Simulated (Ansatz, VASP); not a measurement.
# SiGe3: VASP beside Ansatz

```
Si Ge
1.0
     4.17039    0.00000    0.00000
     0.00000    4.17039    0.00000
     0.00000    0.00000    5.87645
Si Ge
1 3
Direct
  0.00000 0.00000 0.00000
  0.00000 0.50000 0.24429
  0.50000 0.50000 0.50000
  0.50000 0.00000 0.75571
```

Change from the starting cell: hydrostatic strain +5.0%.

Alike in both runs: task single point; functional r2SCAN; k mesh 6 × 6 × 6; occupations fermi-dirac, width 0.02 eV; no spin polarisation.

|  | VASP | Ansatz |
| --- | --- | --- |
| version | VASP 6.6.1 | Ansatz 0.2.0 |
| potentials or method | VASP PAW PBE potentials, release 64 (Si, Ge_d) | plane waves, PAW |
| plane-wave cutoff (eV) | 520 | 500 |
| valence electrons in the cell | 46 | 46 |

|  | VASP | Ansatz | Ansatz less VASP |
| --- | --- | --- | --- |
| pressure (GPa) | -8.1 | -8.0 | +0.04 |

VASP's potentials were made for PBE, not for r2SCAN.
